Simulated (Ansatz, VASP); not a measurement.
# MgS in VASP and in Ansatz

```
CELL_PARAMETERS angstrom
0.00000 2.60165 2.60165
2.60165 0.00000 2.60165
2.60165 2.60165 0.00000
ATOMIC_POSITIONS crystal
Mg 0.00000 0.00000 0.00000
S 0.50000 0.50000 0.50000
```

Alike in both runs: task relaxation of the atoms; functional PBE; k mesh 9 × 9 × 9; occupations fermi-dirac, width 0.02 eV; no spin polarisation.

```csv
,VASP,Ansatz
version,VASP 6.6.1,Ansatz 0.2.0
potentials or method,"VASP PAW PBE potentials, release 64 (Mg, S)","plane-wave PAW, scalar-relativistic"
plane-wave cutoff (eV),520,420
valence electrons in the cell,8,16
```

|  | VASP | Ansatz | Ansatz less VASP |
| --- | --- | --- | --- |
| gap on the k mesh at the Fermi level, each at its own relaxed structure (eV) | 2.91 | 2.92 | +0.014 |

VASP's potentials hold 8 valence electrons a cell and Ansatz's 16, so a difference there can come from the potentials and not from the codes. Ansatz's warnings: stress scf threshold loose.

Noted on VASP's run: the relaxation stopped at its first step, so nothing moved.
